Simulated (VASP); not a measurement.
# HfZrS3 (P4/mmm) in VASP: notebook

The runs below take HfZrS3 through single point, relaxation of cell and atoms, with PBE.

All numbers are computed with VASP 6.6.1; they aren't measurements. Logs are shortened: lines on timing, memory, paths and dates and some standing lists are left out, and cuts for length are marked.

### Step 1. The cell of the first run

Symmetry: P4/mmm, No. 123, tetragonal system. Conventional cell: a = 5.820 Å, b = 5.820 Å, c = 3.676 Å, α = 90.00°, β = 90.00°, γ = 90.00°. Zr (site symmetry 4/mmm) has 2 S at 1.84 Å within 2.4 Å. Within 3.8 Å of Hf (site symmetry 4/mmm) lie 4 S at 2.91 Å and 2 Hf at 3.68 Å. S (site symmetry mmm) has 2 Zr at 2.91 Å and 2 Hf at 2.91 Å and 6 S at 3.44 to 3.68 Å within 3.8 Å. Within 2.4 Å of S (site symmetry 4/mmm) lie 2 Zr at 1.84 Å.

The cell was built from a structure type or drawn by symmetry, and may not be a known phase.

### Step 2. Single point, PBE

INCAR

```
ALGO = Normal
EDIFF = 1E-7
ENCUT = 520
GGA = PE
ISIF = 2
ISMEAR = 0
LASPH = True
LCHARG = False
LREAL = False
LWAVE = False
NBANDS = 28
NELM = 60
PREC = Accurate
SIGMA = 0.1
```

KPOINTS

```
k-points
0
Gamma
  4 4 6
```

POSCAR

```
HfZrS3
1.0
    5.8202224200      0.0000000000      0.0000000000
    0.0000000000      5.8202224200      0.0000000000
    0.0000000000      0.0000000000      3.6755150200
Zr Hf S
1 1 3
Direct
    0.0000000000      0.0000000000      0.5000000000
    0.5000000000      0.5000000000      0.5000000000
    0.0000000000      0.5000000000      0.5000000000
    0.5000000000      0.0000000000      0.5000000000
    0.0000000000      0.0000000000      0.0000000000
```

Potentials or basis: VASP PAW PBE potentials, release 64 (Zr_sv, Hf_pv, S).

On the command line:

```sh
$ cat potpaw_PBE.64/Zr_sv/POTCAR potpaw_PBE.64/Hf_pv/POTCAR potpaw_PBE.64/S/POTCAR > POTCAR
$ mpirun -np 1 vasp_std > vasp.out
```

OUTCAR:

```text
EDIFF = 1E-7
   ENCUT = 520
   GGA = PE
   ISIF = 2
   ISMEAR = 0
   LASPH = True
   LREAL = False
   NELM = 60
   PREC = Accurate

 ion  position               nearest neighbor table
   1  0.000  0.000  0.500-   5 1.84   5 1.84   3 2.91   4 2.91   3 2.91   4 2.91
   2  0.500  0.500  0.500-   3 2.91   4 2.91   4 2.91   3 2.91
   3  0.000  0.500  0.500-   1 2.91   2 2.91   1 2.91   2 2.91
   4  0.500  0.000  0.500-   1 2.91   2 2.91   2 2.91   1 2.91
   5  0.000  0.000  0.000-   1 1.84   1 1.84

  LATTYP: Found a simple tetragonal cell.
 ALAT       =     5.8202224200
 C/A-ratio  =     0.6315076564

  Lattice vectors:

 A1 = (   5.8202224200,   0.0000000000,   0.0000000000)
 A2 = (   0.0000000000,   5.8202224200,   0.0000000000)
 A3 = (   0.0000000000,   0.0000000000,   3.6755150200)

Analysis of symmetry for initial positions (statically):
=====================================================================
 Subroutine PRICEL returns:
 Original cell was already a primitive cell.

 Routine SETGRP: Setting up the symmetry group for a
 simple tetragonal supercell.

 Subroutine GETGRP returns: Found 16 space group operations
 (whereof 16 operations were pure point group operations)
 out of a pool of 16 trial point group operations.

The static configuration has the point symmetry D_4h.

Analysis of symmetry for dynamics (positions and initial velocities):
=====================================================================
 Subroutine PRICEL returns:
 Original cell was already a primitive cell.

 Routine SETGRP: Setting up the symmetry group for a
 simple tetragonal supercell.

 Subroutine GETGRP returns: Found 16 space group operations
 (whereof 16 operations were pure point group operations)
 out of a pool of 16 trial point group operations.

The dynamic configuration has the point symmetry D_4h.

 Subroutine INISYM returns: Found 16 space group operations
 (whereof 16 operations are pure point group operations),
 and found     1 'primitive' translations

----------------------------------------------------------------------------------------

                                     Primitive cell

  volume of cell :     124.5080

  direct lattice vectors                    reciprocal lattice vectors
     5.820222420  0.000000000  0.000000000     0.171814740  0.000000000  0.000000000
     0.000000000  5.820222420  0.000000000     0.000000000  0.171814740  0.000000000
     0.000000000  0.000000000  3.675515020     0.000000000  0.000000000  0.272070715

  length of vectors
     5.820222420  5.820222420  3.675515020     0.171814740  0.171814740  0.272070715

  position of ions in fractional coordinates (direct lattice)
     0.000000000  0.000000000  0.500000000
     0.500000000  0.500000000  0.500000000
     0.000000000  0.500000000  0.500000000
     0.500000000  0.000000000  0.500000000
     0.000000000  0.000000000  0.000000000

  ion indices of the primitive-cell ions
   primitive index   ion index
                 1           1
                 2           2
                 3           3
                 4           4
                 5           5

----------------------------------------------------------------------------------------

 KPOINTS: k-points

Automatic generation of k-mesh.
 Grid dimensions read from file:
 generate k-points for:    4    4    6

 Generating k-lattice:

  Cartesian coordinates                     Fractional coordinates (reciprocal lattice)
     0.042953685  0.000000000  0.000000000     0.250000000  0.000000000  0.000000000
     0.000000000  0.042953685  0.000000000     0.000000000  0.250000000  0.000000000
     0.000000000  0.000000000  0.045345119     0.000000000  0.000000000  0.166666667

  Length of vectors
     0.042953685  0.042953685  0.045345119

  Shift w.r.t. Gamma in fractional coordinates (k-lattice)
     0.000000000  0.000000000  0.000000000

 Subroutine IBZKPT returns following result:
 ===========================================

 Found     24 irreducible k-points:

 Following reciprocal coordinates:
            Coordinates               Weight
  0.000000  0.000000  0.000000      1.000000
  0.250000  0.000000  0.000000      4.000000
  0.500000  0.000000  0.000000      2.000000
  0.250000  0.250000  0.000000      4.000000
  0.500000  0.250000  0.000000      4.000000
  0.500000  0.500000  0.000000      1.000000
[... 16 lines left out ...]
  0.500000  0.250000  0.500000      4.000000
  0.500000  0.500000  0.500000      1.000000
   k-points           NKPTS =     24   k-points in BZ     NKDIM =     24   number of bands    NBANDS=     28
   number of dos      NEDOS =    301   number of ions     NIONS =      5
   total plane-waves  NPLWV =  64512
   dimension x,y,z NGX =    48 NGY =   48 NGZ =   28
   dimension x,y,z NGXF=    96 NGYF=   96 NGZF=   56
   ions per type =               1   1   3
   NGX,Y,Z   is equivalent  to a cutoff of  13.71, 13.71, 12.66 a.u.
   NGXF,Y,Z  is equivalent  to a cutoff of  27.42, 27.42, 25.33 a.u.
 SYSTEM =  unknown system
   PREC   = accura    normal or accurate (medium, high low for compatibility)
   ISTART =      0    job   : 0-new  1-cont  2-samecut
   ICHARG =      2    charge: 1-file 2-atom 10-const
   ISPIN  =      1    spin polarized calculation?
   LNONCOLLINEAR =      F non collinear calculations
   LSORBIT =      F    spin-orbit coupling
   LASPH  =      T    aspherical Exc in radial PAW
   ENCUT  =  520.0 eV  38.22 Ry    6.18 a.u.  10.82 10.82  6.83*2*pi/ulx,y,z
   NELM   =     60;   NELMIN=  2; NELMDL= -5     # of ELM steps
   EDIFF  = 0.1E-06   stopping-criterion for ELM
   LREAL  =      F    real-space projection
   EDIFFG = 0.1E-05   stopping-criterion for IOM
   NSW    =      0    number of steps for IOM
   IBRION =     -1    ionic relax: 0-MD 1-quasi-New 2-CG
   NFREE  =      0    steps in history (QN), initial steepest desc. (CG)
   ISIF   =      2    stress and relaxation
   ISYM   =      2    0-nonsym 1-usesym 2-fastsym
   POTIM  = 0.5000    time-step for ionic-motion
   TEBEG  =    0.0;   TEEND  =   0.0 temperature during run
   PSTRESS=    0.0 pullay stress
   NELECT =      40.0000    total number of electrons
   NUPDOWN=      -1.0000    fix difference up-down
   EMIN   =  10.00;   EMAX   =-10.00  energy-range for DOS
   EFERMI =   0.00;   METHOD = LEGACY
   ISMEAR =     0;   SIGMA  =   0.10  broadening in eV -4-tet -1-fermi 0-gaus
   EFERMI_NEDOS =   21; number of points for ismear=-14 and -15
   IALGO  =     38    algorithm
   IMIX   =      4    mixing-type and parameters
     AMIX     =   0.40;   BMIX     =  1.00
     AMIX_MAG =   1.60;   BMIX_MAG =  1.00
  volume/ion in A,a.u.               =      24.90       168.04
  Fermi-wavevector in a.u.,A,eV,Ry     =   1.121233  2.118822 17.104734  1.257162
  Thomas-Fermi vector in A             =   2.257885
   LORBIT       =      0    0 simple, 1 ext, 2 COOP (PROOUT), +10 PAW based schemes
   GGA     = PE    functional components
   LHFCALC =     F    Hartree Fock is set to
   AEXX    =    0.0000 exact exchange contribution
   IVDW    =     0    specifies the selected vdW correction
   LEPSILON=     F    determine dielectric tensor
   LRPA    =     F    only Hartree local field effects (RPA)
 non-spin polarized calculation
 Gauss-broadening in eV      SIGMA  =   0.10
  energy-cutoff  :      520.00
  volume of cell :      124.51
 maximum number of plane-waves:      3406
 NGX is ok and might be reduce to    48
   NGX = 21   NGY = 21   NGZ = 13

 number of electron      40.0000008 magnetization

 Free energy of the ion-electron system (eV)
  ---------------------------------------------------
  ext. energy  EPLUGINS =         0.00000000
  ---------------------------------------------------
  free energy    TOTEN  =       -24.44952318 eV

  energy without entropy =      -24.42456993  energy(sigma->0) =      -24.43704656

 E-fermi :   4.5808     XC(G=0):  -9.3583

 val. band max:        4.5787935657   @ k =   0.2500   0.2500   0.0000
 cond. band min:       4.5917576942   @ k =   0.2500   0.2500   0.5000
 fundamental gap:      0.0129641285
 Fermi energy:         4.5808176848

 k-point     1 :       0.0000    0.0000    0.0000
  band No.  band energies     occupation
      1     -44.4502      2.00000
      2     -28.2887      2.00000
      3     -28.2887      2.00000
      4     -28.0819      2.00000
      5     -24.5307      2.00000
      6     -22.2966      2.00000
[... 20 lines left out ...]
     27       6.0107      0.00000
     28       6.6021      0.00000

 k-point     2 :       0.2500    0.0000    0.0000
  band No.  band energies     occupation
      1     -44.4502      2.00000
      2     -28.2891      2.00000
      3     -28.2887      2.00000
      4     -28.0819      2.00000
      5     -24.5307      2.00000
      6     -22.2982      2.00000
[... 20 lines left out ...]
     27       6.4819      0.00000
     28       6.6708      0.00000

 k-point     3 :       0.5000    0.0000    0.0000
  band No.  band energies     occupation
      1     -44.4502      2.00000
      2     -28.2894      2.00000
      3     -28.2887      2.00000
      4     -28.0819      2.00000
      5     -24.5307      2.00000
      6     -22.2997      2.00000
[... 20 lines left out ...]
     27       6.6233      0.00000
     28       7.8343      0.00000

 k-point     4 :       0.2500    0.2500    0.0000
  band No.  band energies     occupation
      1     -44.4502      2.00000
      2     -28.2891      2.00000
      3     -28.2890      2.00000
      4     -28.0819      2.00000
      5     -24.5307      2.00000
      6     -22.2982      2.00000
[... 20 lines left out ...]
     27       6.8213      0.00000
     28       7.1039      0.00000

 k-point     5 :       0.5000    0.2500    0.0000
  band No.  band energies     occupation
      1     -44.4502      2.00000
      2     -28.2894      2.00000
      3     -28.2891      2.00000
      4     -28.0819      2.00000
      5     -24.5307      2.00000
      6     -22.2996      2.00000
[... 20 lines left out ...]
     27       7.1548      0.00000
     28       7.7613      0.00000

 k-point     6 :       0.5000    0.5000    0.0000
  band No.  band energies     occupation
      1     -44.4502      2.00000
      2     -28.2894      2.00000
      3     -28.2894      2.00000
      4     -28.0819      2.00000
      5     -24.5307      2.00000
      6     -22.2995      2.00000
[... 463 lines left out ...]
      5     -25.1707      2.00000
      6     -22.2644      2.00000
[... 20 lines left out ...]
     27       7.7187      0.00000
     28       9.6886      0.00000

 k-point    22 :       0.2500    0.2500    0.5000
  band No.  band energies     occupation
      1     -44.4066      2.00000
      2     -28.2827      2.00000
      3     -28.2826      2.00000
      4     -28.1576      2.00000
      5     -25.1707      2.00000
      6     -22.2630      2.00000
[... 20 lines left out ...]
     27       7.6814      0.00000
     28       8.1079      0.00000

 k-point    23 :       0.5000    0.2500    0.5000
  band No.  band energies     occupation
      1     -44.4066      2.00000
      2     -28.2830      2.00000
      3     -28.2826      2.00000
      4     -28.1576      2.00000
      5     -25.1706      2.00000
      6     -22.2643      2.00000
[... 20 lines left out ...]
     27       7.9024      0.00000
     28       9.7434      0.00000

 k-point    24 :       0.5000    0.5000    0.5000
  band No.  band energies     occupation
      1     -44.4066      2.00000
      2     -28.2830      2.00000
      3     -28.2830      2.00000
      4     -28.1575      2.00000
      5     -25.1706      2.00000
      6     -22.2642      2.00000
[... 20 lines left out ...]
     27       9.3066      0.00000
     28       9.3073      0.00000

------------------------ aborting loop because EDIFF is reached ----------------------------------------

  FORCE on cell =-STRESS in cart. coord.  units (eV):
  Direction    XX          YY          ZZ          XY          YZ          ZX
  --------------------------------------------------------------------------------------
  -------------------------------------------------------------------------------------
  Total      -13.8058427    -13.8058427     69.7418035      0.0000000      0.0000000      0.0000000
  in kB     -177.6544695   -177.6544695    897.4420014      0.0000000      0.0000000      0.0000000
  external PRESSURE =     180.7110208 kB  Pullay stress =       0.0000000 kB

 VOLUME and BASIS-vectors are now :
 -----------------------------------------------------------------------------
  energy-cutoff  :      520.00
  volume of cell :      124.51
      direct lattice vectors                 reciprocal lattice vectors
     5.820222420  0.000000000  0.000000000     0.171814740  0.000000000  0.000000000
     0.000000000  5.820222420  0.000000000     0.000000000  0.171814740  0.000000000
     0.000000000  0.000000000  3.675515020     0.000000000  0.000000000  0.272070715

 POSITION                                       TOTAL-FORCE (eV/Angst)
 -----------------------------------------------------------------------------------
      0.00000      0.00000      1.83776         0.000000      0.000000      0.000000
      2.91011      2.91011      1.83776         0.000000      0.000000      0.000000
      0.00000      2.91011      1.83776         0.000000      0.000000      0.000000
      2.91011      0.00000      1.83776         0.000000      0.000000      0.000000
      0.00000      0.00000      0.00000         0.000000      0.000000      0.000000
 -----------------------------------------------------------------------------------
    total drift:                                0.000000      0.000000     -0.000000

  FREE ENERGIE OF THE ION-ELECTRON SYSTEM (eV)
  ---------------------------------------------------
  free  energy   TOTEN  =       -24.4495231834 eV

  energy  without entropy=      -24.4245699325  energy(sigma->0) =      -24.43704656
```

Run time: 41 s. Hardware: 1 thread of Intel Xeon 6975P-C (Granite Rapids), shared host; peak memory 0.28 GiB.

What came out:

* Free energy: -24.4495 eV
* Pressure: 18.1 GPa
* Band gap on the k mesh: zero (bands 20 and 21 overlap by 1.77 eV)

Stress tensor (GPa, compression positive):
```
-17.77   0.00   0.00
  0.00 -17.77   0.00
  0.00   0.00  89.74
```

Levels at points of the mesh, in eV from the Fermi level:
```csv
k point,band 18,band 19,band 20,band 21,band 22,band 23
"(0.00, 0.00, 0.00)",-1.12,-1.07,-0.91,-0.91,-0.75,0.39
"(0.50, 0.00, 0.00)",-1.69,-1.20,-0.89,0.22,0.87,0.89
"(0.50, 0.50, 0.00)",-1.85,-1.49,0.05,0.05,1.27,1.70
"(0.00, 0.00, 0.50)",-2.20,-2.20,-0.50,-0.24,-0.24,0.85
"(0.50, 0.00, 0.50)",-2.95,-2.40,-0.34,0.84,1.05,1.08
"(0.50, 0.50, 0.50)",-2.63,-2.63,0.86,0.90,0.90,1.52
```

Caveat: the cell stands under pressure; spin-orbit coupling is left out, which moves the levels of the heavy elements.

### Step 3. Single point, PBE

This run uses another cell than the first one, of 25.63 Å³/atom.

INCAR

```
ALGO     = Normal         # electronic algorithm
EDIFF    = 1E-6           # SCF threshold, eV
ENCUT    = 520            # plane-wave cutoff, eV
GGA      = PE             # functional
ISIF     = 2              # what is computed and relaxed
ISMEAR   = 0              # smearing method
LASPH    = True           # aspherical terms in the spheres
LCHARG   = False          # write CHGCAR
LREAL    = False          # projectors in reciprocal space
LWAVE    = False          # write WAVECAR
NBANDS   = 28             # bands
NELM     = 60             # most SCF steps
PREC     = Accurate       # precision mode
SIGMA    = 0.1            # smearing width, eV
```

KPOINTS is that of step 2.

Changes to POSCAR since step 2:

```diff
@@ -2,5 +2,5 @@
 1.0
-    5.8202224200      0.0000000000      0.0000000000
-    0.0000000000      5.8202224200      0.0000000000
-    0.0000000000      0.0000000000      3.6755150200
+    5.1046179585      0.0000000000      0.0000000000
+    0.0000000000      5.1046179585      0.0000000000
+    0.0000000000      0.0000000000      4.9182921820
 Zr Hf S
```

Potentials or basis: VASP PAW PBE potentials, release 64 (Zr_sv, Hf_pv, S).

On the command line:

```sh
$ cat potpaw_PBE.64/Zr_sv/POTCAR potpaw_PBE.64/Hf_pv/POTCAR potpaw_PBE.64/S/POTCAR > POTCAR
$ mpirun -np 1 vasp_std > vasp.out
```

Wall time 45 s (1 thread of Intel Xeon 6975P-C (Granite Rapids), shared host); peak memory 0.29 GiB.

The run converged. Its results:

- Free energy: -35.5250 eV
- Pressure: -0.2 GPa
- Band gap on the k mesh: zero (bands 20 and 21 overlap by 1.66 eV)

Stress tensor (GPa, compression positive):
```
-0.36  0.00  0.00
 0.00 -0.36  0.00
 0.00  0.00  0.14
```

Levels at points of the mesh, in eV from the Fermi level:
```
           k point  band 17  band 18  band 19  band 20  band 21  band 22  band 23  band 24
(0.00, 0.00, 0.00)    -2.10    -1.09    -1.08    -1.08    -0.65    -0.42    -0.42     0.50
(0.50, 0.00, 0.00)    -2.02    -1.47    -1.11     0.03     0.22     0.43     1.44     1.51
(0.50, 0.50, 0.00)    -2.01    -1.81    -1.81    -0.35     1.67     1.67     2.32     2.39
(0.00, 0.00, 0.50)    -2.75    -2.75    -2.75    -2.06     0.47     0.47     0.51     0.95
(0.50, 0.00, 0.50)    -3.63    -2.61    -0.67     0.12     0.95     1.45     1.54     1.98
(0.50, 0.50, 0.50)    -4.34    -0.92    -0.92     1.02     1.41     2.15     2.15     2.42
```

Caveat: spin-orbit coupling is left out, which moves the levels of the heavy elements.

### Step 4. Single point, PBE

This run uses another cell than the first one, of 25.61 Å³/atom.

INCAR

```
  PREC = Accurate
  ENCUT = 520
  EDIFF = 1E-6
  ISMEAR = 0
  SIGMA = 0.1
  LREAL = F
  LASPH = T
  NELM = 100
  ALGO = Normal
  ISIF = 2
  LWAVE = F
  LCHARG = F
  GGA = PE
  NBANDS = 28
```

KPOINTS

```
regular mesh
0
Gamma
  8 8 8
```

Changes to POSCAR since step 3:

```diff
@@ -2,5 +2,5 @@
 1.0
-    5.1046179585      0.0000000000      0.0000000000
-    0.0000000000      5.1046179585      0.0000000000
-    0.0000000000      0.0000000000      4.9182921820
+    5.1130695054      0.0000000000      0.0000000000
+    0.0000000000      5.1130695054      0.0000000000
+    0.0000000000      0.0000000000      4.8977433785
 Zr Hf S
```

On the command line:

```sh
$ cat potpaw_PBE.64/Zr_sv/POTCAR potpaw_PBE.64/Hf_pv/POTCAR potpaw_PBE.64/S/POTCAR > POTCAR
$ mpirun -np 1 vasp_std > vasp.out
```

Run time: 1.7 min. Hardware: 1 thread of Intel Xeon 6975P-C (Granite Rapids), shared host; peak memory 0.41 GiB.

The run converged. Its results:

```
Free energy            : -35.4736 eV
Pressure               : -0.2 GPa
Band gap on the k mesh : zero (bands 20 and 21 overlap by 1.71 eV)
```

Stress tensor (GPa, compression positive):
```
-0.27  0.00  0.00
 0.00 -0.27  0.00
 0.00  0.00 -0.03
```

Levels at points of the mesh, in eV from the Fermi level:
```csv
k point,band 16,band 17,band 18,band 19,band 20,band 21,band 22,band 23,band 24,band 25
"(0.00, 0.00, 0.00)",-2.73,-2.39,-1.28,-1.28,-1.27,-0.74,-0.64,-0.64,0.19,1.05
"(0.50, 0.00, 0.00)",-3.78,-2.19,-1.65,-1.31,-0.08,-0.05,0.28,1.14,1.17,1.69
"(0.50, 0.50, 0.00)",-4.13,-2.18,-1.99,-1.99,-0.44,1.43,1.43,2.05,2.05,2.48
"(0.00, 0.00, 0.50)",-3.09,-3.02,-3.00,-3.00,-2.35,0.20,0.31,0.31,0.90,1.87
"(0.50, 0.00, 0.50)",-4.44,-3.87,-2.84,-0.89,-0.04,0.89,1.15,1.20,1.70,2.01
"(0.50, 0.50, 0.50)",-4.99,-4.57,-1.13,-1.13,0.96,1.27,1.97,1.97,2.08,2.15
```

Caveat: spin-orbit coupling is left out, which moves the levels of the heavy elements.

(Part 1 of 2 ends here.)
